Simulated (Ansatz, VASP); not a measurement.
**Two plane-wave programs on B**

```
B
1.0
     0.00000    1.39835    1.39835
     1.39835    0.00000    1.39835
     1.39835    1.39835    0.00000
B
1
Direct
  0.00000 0.00000 0.00000
```

Alike in both runs: task single point; functional LDA; k mesh 21 × 21 × 21; occupations fermi-dirac, width 0.1 eV; no spin polarisation.

|  | VASP | Ansatz |
| --- | --- | --- |
| version | VASP 6.6.1 | Ansatz 0.2.0 |
| potentials or method | VASP PAW LDA potentials, release 64 (B), cutoff 520 eV | plane waves (420 eV) with PAW, scalar-relativistic |
| valence electrons in the cell | 3 | 3 |

```csv
,VASP,Ansatz,Ansatz less VASP
pressure (GPa),13.4,12.9,-0.44
```

Ansatz warns that its potentials were made for another functional, while VASP's fit it. LDA's correlation is that of Perdew and Zunger in VASP and of Perdew and Wang (1992) in Ansatz.
